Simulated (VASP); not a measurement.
# TaSi47 (a cell with a defect) in VASP: electric field gradients with PBE

Aim: the electric field gradients of TaSi47 (a cell with a defect) with PBE.

Everything below comes from runs of VASP 6.6.1. Logs are shortened: lines on timing, memory, paths and dates and some standing lists are left out, and cuts for length are marked.

## (1) The cell of the first run

The cell holds a defect, 48 atoms: a = 11.384 Å, b = 7.590 Å, c = 12.710 Å, α = 90.00°, β = 90.00°, γ = 120.00°.

## (2) Electric field gradients, PBE

INCAR

```
SYSTEM = TaSi47
  PREC = Accurate
  ENCUT = 520
  EDIFF = 1E-8
  ISMEAR = -1
  SIGMA = 0.01
  LREAL = Auto
  LASPH = .TRUE.
  NELM = 100
  ALGO = Normal
  ISIF = 2
  LWAVE = .FALSE.
  LCHARG = .FALSE.
  GGA = PE
  LEFG = .TRUE.
  NELECT = 198.0
  NBANDS = 130
```

KPOINTS

```
Automatic mesh
0
G
  2 3 2
  0 0 0
```

POSCAR

```
TaSi47
1.0
   11.3844000000      0.0000000000      0.0000000000
   -3.7948000000      6.5727864046      0.0000000000
    0.0000000000      0.0000000000     12.7099000000
Si Ta
47 1
Direct
    0.0000000000      0.0000000000      0.4062000000
    0.0000000000      0.5000000000      0.4062000000
    0.3333333333      0.0000000000      0.4062000000
    0.3333333333      0.5000000000      0.4062000000
    0.6666666667      0.0000000000      0.4062000000
    0.6666666667      0.5000000000      0.4062000000
    0.0000000000      0.0000000000      0.9062000000
    0.0000000000      0.5000000000      0.9062000000
    0.3333333333      0.0000000000      0.9062000000
    0.3333333333      0.5000000000      0.9062000000
    0.6666666667      0.0000000000      0.9062000000
    0.6666666667      0.5000000000      0.9062000000
    0.0000000000      0.0000000000      0.0938000000
    0.0000000000      0.5000000000      0.0938000000
    0.3333333333      0.0000000000      0.0938000000
    0.3333333333      0.5000000000      0.0938000000
    0.6666666667      0.0000000000      0.0938000000
    0.6666666667      0.5000000000      0.0938000000
    0.0000000000      0.0000000000      0.5938000000
    0.0000000000      0.5000000000      0.5938000000
    0.3333333333      0.0000000000      0.5938000000
    0.3333333333      0.5000000000      0.5938000000
    0.6666666667      0.0000000000      0.5938000000
    0.6666666667      0.5000000000      0.5938000000
    0.1111111111      0.8333333334      0.3437000000
    0.4444444444      0.3333333334      0.3437000000
    0.4444444444      0.8333333334      0.3437000000
    0.7777777778      0.3333333334      0.3437000000
    0.7777777778      0.8333333334      0.3437000000
    0.2222222222      0.1666666666      0.8437000000
    0.2222222222      0.6666666666      0.8437000000
    0.5555555556      0.1666666666      0.8437000000
    0.5555555556      0.6666666666      0.8437000000
    0.8888888889      0.1666666666      0.8437000000
    0.8888888889      0.6666666666      0.8437000000
    0.1111111111      0.3333333334      0.1563000000
    0.1111111111      0.8333333334      0.1563000000
    0.4444444444      0.3333333334      0.1563000000
    0.4444444444      0.8333333334      0.1563000000
    0.7777777778      0.3333333334      0.1563000000
    0.7777777778      0.8333333334      0.1563000000
    0.2222222222      0.1666666666      0.6563000000
    0.2222222222      0.6666666666      0.6563000000
    0.5555555556      0.1666666666      0.6563000000
    0.5555555556      0.6666666666      0.6563000000
    0.8888888889      0.1666666666      0.6563000000
    0.8888888889      0.6666666666      0.6563000000
    0.1111111111      0.3333333334      0.3437000000
```

Potentials or basis: VASP PAW PBE potentials, release 64 (Si, Ta_pv).

The run is started by

```
$ cat potpaw_PBE.64/Si/POTCAR potpaw_PBE.64/Ta_pv/POTCAR > POTCAR
$ mpirun -np 1 vasp_std > vasp.out
```

OUTCAR:

```text
SYSTEM = TaSi47
   PREC = Accurate
   ENCUT = 520
   EDIFF = 1E-8
   ISMEAR = -1
   LREAL = Auto
   LASPH = .TRUE.
   NELM = 100
   ISIF = 2
   GGA = PE
   NELECT = 198.0

 ion  position               nearest neighbor table
   1  0.000  0.000  0.406-  25 2.33  29 2.33  48 2.33  19 2.38
   2  0.000  0.500  0.406-  48 2.33  28 2.33  25 2.33  20 2.38
   3  0.333  0.000  0.406-  27 2.33  25 2.33  26 2.33  21 2.38
   4  0.333  0.500  0.406-  26 2.33  48 2.33  27 2.33  22 2.38
   5  0.667  0.000  0.406-  29 2.33  28 2.33  27 2.33  23 2.38
   6  0.667  0.500  0.406-  28 2.33  29 2.33  26 2.33  24 2.38
[... 40 lines left out ...]
  47  0.889  0.667  0.656-  20 2.33  24 2.33  19 2.33  35 2.38
  48  0.111  0.333  0.344-   2 2.33   4 2.33   1 2.33  36 2.38

  Warning from LATTYP: Monoclinic adjustment (A1->A3, A2->A1, A3->A2)!
  Warning from LATTYP: Got some problem with cell dimensions!
  Tried to take original basis but could not verify dimensions!
  LATTYP: Found a simple monoclinic cell.
 ALAT       =     7.5896000000
 B/A-ratio  =     1.6746468852
 C/A-ratio  =     1.3228756555
 COS(beta)  =    -0.1889822365

  Lattice vectors:

 A1 = (  -3.7948000000,   6.5727864046,   0.0000000000)
 A2 = (   0.0000000000,   0.0000000000, -12.7099000000)
 A3 = (  -7.5896000000,  -6.5727864046,   0.0000000000)

Analysis of symmetry for initial positions (statically):
=====================================================================
 Subroutine PRICEL returns:
 Original cell was already a primitive cell.

 Routine SETGRP: Setting up the symmetry group for a
 simple monoclinic supercell.

 Subroutine GETGRP returns: Found  1 space group operations
 (whereof  1 operations were pure point group operations)
 out of a pool of  4 trial point group operations.

The static configuration has the point symmetry C_1 .

Analysis of symmetry for dynamics (positions and initial velocities):
=====================================================================
 Subroutine PRICEL returns:
 Original cell was already a primitive cell.

[... 1165 lines left out ...]
    110       7.9064      0.00000
    111       7.9467      0.00000
 [bands above 111 left out]

------------------------ aborting loop because EDIFF is reached ----------------------------------------

  FORCE on cell =-STRESS in cart. coord.  units (eV):
  Direction    XX          YY          ZZ          XY          YZ          ZX
  --------------------------------------------------------------------------------------
  -------------------------------------------------------------------------------------
  Total       25.5045923     25.6416293     -1.7270280     -0.2246073      0.0901879     -0.0811563
  in kB       42.9662220     43.1970810     -2.9094318     -0.3783840      0.1519347     -0.1367197
  external PRESSURE =      27.7512904 kB  Pullay stress =       0.0000000 kB

 VOLUME and BASIS-vectors are now :
 -----------------------------------------------------------------------------
  energy-cutoff  :      520.00
  volume of cell :      951.05
      direct lattice vectors                 reciprocal lattice vectors
    11.384400000  0.000000000  0.000000000     0.087839500  0.050714159  0.000000000
    -3.794800000  6.572786405  0.000000000     0.000000000  0.152142476  0.000000000
     0.000000000  0.000000000 12.709900000     0.000000000  0.000000000  0.078678825

 POSITION                                       TOTAL-FORCE (eV/Angst)
 -----------------------------------------------------------------------------------
      0.00000      0.00000      5.16276        -0.127825     -2.355226      1.367504
     -1.89740      3.28639      5.16276        -2.123026      1.112672      1.407771
      3.79480      0.00000      5.16276         0.019584     -0.008302      0.429940
      1.89740      3.28639      5.16276         2.023762      1.241953      1.347213
      7.58960      0.00000      5.16276         0.069164     -0.002826      0.467086
      5.69220      3.28639      5.16276         0.025753      0.063147      0.495595
[... 40 lines left out ...]
      7.58960      4.38186      8.34151        -0.024894     -0.004859      0.165126
     -0.00000      2.19093      4.36839         0.144977     -0.014202     -1.164185
 -----------------------------------------------------------------------------------
    total drift:                                0.000247     -0.000119     -0.000872

  FREE ENERGIE OF THE ION-ELECTRON SYSTEM (eV)
  ---------------------------------------------------
  free  energy   TOTEN  =      -267.6272561461 eV

  energy  without entropy=     -267.6244582091  energy(sigma->0) =     -267.62585718

 Electric field gradients (V/A^2)
---------------------------------------------------------------------
 ion       V_xx      V_yy      V_zz      V_xy      V_xz      V_yz
---------------------------------------------------------------------
   1      18.558   -37.307    18.749    -2.460    -0.305    21.843
   2     -25.237     7.535    17.702    24.662    18.940   -10.611
   3      -3.018    -2.518     5.536     1.836    -0.262    -0.287
   4     -24.251     4.024    20.226   -25.863   -18.875   -10.567
   5      -3.575    -1.046     4.621     2.566     0.353     0.881
   6       2.446    -3.945     1.500     2.794    -0.778    -0.207
[... 40 lines left out ...]
  47      -5.134    -3.528     8.662    -0.678    -1.945    -0.945
  48      10.868    16.463   -27.331    -8.698     0.762     3.111
---------------------------------------------------------------------

 Electric field gradients after diagonalization (V/A^2)
 (convention: |V_zz| > |V_xx| > |V_yy|)
----------------------------------------------------------------------
 ion       V_xx      V_yy      V_zz     asymmetry (V_yy - V_xx)/ V_zz
----------------------------------------------------------------------
   1      26.408    18.484   -44.892       0.177
   2      25.146    20.726   -45.872       0.096
   3      -4.621    -0.938     5.560       0.662
   4      27.259    19.329   -46.588       0.170
   5       4.828     0.346    -5.174       0.866
   6       3.777     1.219    -4.996       0.512
[... 40 lines left out ...]
  47      -5.705    -3.283     8.988       0.269
  48      22.888     4.714   -27.602       0.658
----------------------------------------------------------------------

           NMR quadrupolar parameters

 Cq : quadrupolar parameter    Cq=e*Q*V_zz/h
 eta: asymmetry parameters     (V_yy - V_xx)/ V_zz
 Q  : nuclear electric quadrupole moment in mb (millibarn)
----------------------------------------------------------------------
 ion       Cq(MHz)       eta       Q (mb)
----------------------------------------------------------------------
   1      -0.109       0.177       1.000
   2      -0.111       0.096       1.000
   3       0.013       0.662       1.000
   4      -0.113       0.170       1.000
   5      -0.013       0.866       1.000
   6      -0.012       0.512       1.000
[... 40 lines left out ...]
  47       0.022       0.269       1.000
  48      -0.067       0.658       1.000
----------------------------------------------------------------------
```

stdout:

```text
POSCAR found type information on POSCAR SiTa
 POSCAR found :  2 types and      48 ions
 scaLAPACK will be used
 LDA part: xc-table for (Slater+PW92), standard interpolation
[... 27 lines left out ...]
    0.274E+01
ion   1
     0.0000353     0.1546685    -1.1021497    -0.9121239     0.0161547    -1.3811770
     0.0000487     0.1546685    -1.1021497    -0.9121239     0.0161547    -1.3811770
     0.0000670     0.1546685    -1.1021497    -0.9121239     0.0161547    -1.3811770
     0.0000923     0.1546685    -1.1021497    -0.9121239     0.0161547    -1.3811770
[... 89 lines left out ...]
     0.0000353    -0.0830586    -0.1249660    -7.4074675    -0.1349972     0.1016726
     0.0000487    -0.0830585    -0.1249658    -7.4074596    -0.1349970     0.1016725
     0.0000670    -0.0830584    -0.1249656    -7.4074464    -0.1349968     0.101
```

It took 30 min on 1 thread of AMD EPYC 9R45 (Zen 5), shared host; peak memory 1.2 GiB.

Results:

```
Free energy                             : -267.6273 eV
Largest force                           : 2.780 eV/Å
Largest electric field gradient by atom : Si -44.9, -45.9, +5.6, -46.6, -5.2, -5.0, +10.0, +10.1, +9.1, +9.6, +8.5, +8.4, +12.7, +8.2, +12.6, +8.3, +18.9, +19.0, +9.3, +18.4, +8.9, +9.0, +17.2, +11.5, +10.4, +11.4, +10.8, +8.1, +7.1, +7.9, -44.5, +9.7, +8.8, +6.4, +6.6, +6.9, +7.8, +6.2 (each value once); Ta -27.6 V/Å²
```

Forces on the atoms (eV/Å):
```
Si  -0.128 -2.355  1.368
Si  -2.123  1.113  1.408
Si   0.020 -0.008  0.430
Si   2.024  1.242  1.347
Si   0.069 -0.003  0.467
Si   0.026  0.063  0.496
Si  -0.005  0.025  0.304
Si   0.009 -0.002  0.297
Si  -0.004  0.001  0.351
Si  -0.024 -0.010  0.327
Si  -0.012 -0.002  0.351
Si  -0.020 -0.006  0.334
Si  -0.020 -0.236 -0.369
Si  -0.193  0.085 -0.355
Si   0.008 -0.002 -0.325
Si   0.204  0.123 -0.374
Si  -0.002 -0.020 -0.350
Si   0.021  0.032 -0.348
Si  -0.001  0.055 -0.145
Si   0.039 -0.027 -0.145
Si   0.000  0.007 -0.367
Si  -0.031 -0.020 -0.155
Si  -0.018  0.001 -0.359
Si  -0.020 -0.012 -0.347
Si   0.224  0.147 -0.419
Si   0.099 -0.169 -0.359
Si  -0.084  0.156 -0.338
Si  -0.119 -0.158 -0.361
Si  -0.166 -0.021 -0.335
Si   0.002 -0.001 -0.210
Si   0.007 -0.003 -0.200
Si   0.010 -0.003 -0.196
Si   0.029  0.013 -0.182
Si   0.010 -0.009 -0.208
Si   0.008 -0.002 -0.144
Si  -0.025  0.001 -1.607
Si  -0.010  0.004  0.167
Si  -0.030  0.009  0.166
Si  -0.006 -0.020  0.171
Si   0.020  0.004  0.179
Si   0.018  0.018  0.172
Si   0.023 -0.014  0.166
Si   0.004  0.023  0.170
Si   0.011 -0.007  0.181
Si   0.052  0.034  0.189
Si  -0.017 -0.027  0.158
Si  -0.025 -0.005  0.165
Ta   0.145 -0.014 -1.164
```

Levels at points of the mesh, in eV from the Fermi level:
| k point | band 95 | band 96 | band 97 | band 98 | band 99 | band 100 | band 101 | band 102 | band 103 | band 104 |
| --- | --- | --- | --- | --- | --- | --- | --- | --- | --- | --- |
| (0.00, 0.00, 0.00) | -0.56 | -0.52 | -0.30 | -0.01 | 0.02 | 0.07 | 0.23 | 0.83 | 0.99 | 1.01 |
| (0.50, 0.00, 0.00) | -0.90 | -0.75 | -0.44 | -0.41 | -0.26 | -0.05 | 0.25 | 0.65 | 0.85 | 0.98 |
| (0.00, 0.00, 0.50) | -0.89 | -0.41 | -0.33 | -0.10 | -0.04 | 0.09 | 0.37 | 0.87 | 1.04 | 1.13 |
| (0.50, 0.00, 0.50) | -0.90 | -0.77 | -0.61 | -0.52 | -0.44 | 0.01 | 0.40 | 0.89 | 0.98 | 1.04 |

Electric field gradients, principal values (V/Å²):
```csv
atom,least,middle,greatest (by size)
1 Si,18.484,26.408,-44.892
2 Si,20.726,25.146,-45.872
3 Si,-0.938,-4.621,5.560
4 Si,19.329,27.259,-46.588
5 Si,0.346,4.828,-5.174
6 Si,1.219,3.777,-4.996
7 Si,-4.614,-5.426,10.040
8 Si,-4.966,-5.088,10.054
9 Si,-4.394,-4.665,9.059
10 Si,-4.526,-5.111,9.637
11 Si,-3.768,-4.740,8.508
12 Si,-3.532,-4.907,8.439
13 Si,-1.855,-10.851,12.706
14 Si,-2.095,-10.622,12.717
15 Si,-3.966,-4.253,8.219
16 Si,-1.452,-11.109,12.561
17 Si,-3.934,-4.244,8.177
18 Si,-4.101,-4.185,8.287
19 Si,-8.281,-10.593,18.874
20 Si,-8.474,-10.502,18.976
21 Si,-4.553,-4.788,9.340
22 Si,-8.268,-10.179,18.447
23 Si,-3.966,-4.910,8.876
24 Si,-3.788,-5.232,9.020
25 Si,-3.478,-13.678,17.156
26 Si,-2.054,-9.427,11.481
27 Si,-0.969,-9.430,10.399
28 Si,-1.691,-9.738,11.428
29 Si,-1.000,-9.817,10.817
30 Si,-3.906,-4.237,8.143
31 Si,-3.882,-4.329,8.211
32 Si,-3.410,-3.697,7.108
33 Si,-3.168,-4.768,7.936
34 Si,-3.784,-4.330,8.114
35 Si,-4.319,-5.642,9.961
36 Si,21.964,22.544,-44.507
37 Si,-4.154,-5.547,9.701
38 Si,-3.866,-5.257,9.123
39 Si,-4.043,-4.753,8.796
40 Si,-4.198,-4.717,8.915
41 Si,-3.896,-4.933,8.830
42 Si,-2.503,-3.939,6.443
43 Si,-2.589,-3.969,6.559
44 Si,-3.112,-3.798,6.910
45 Si,-2.497,-5.257,7.754
46 Si,-2.504,-3.670,6.175
47 Si,-3.283,-5.705,8.988
48 Ta,4.714,22.888,-27.602
```

Caveat: the cell carries a net charge on a neutralising background, which shifts energy and pressure; the cell is charged against a uniform background, so pressure and absolute levels hang on convention; without QUAD_EFG the Cq values of the log hold for a quadrupole moment of 1 mb, not for the nuclei; spin-orbit coupling is left out, which moves the levels of the heavy elements.
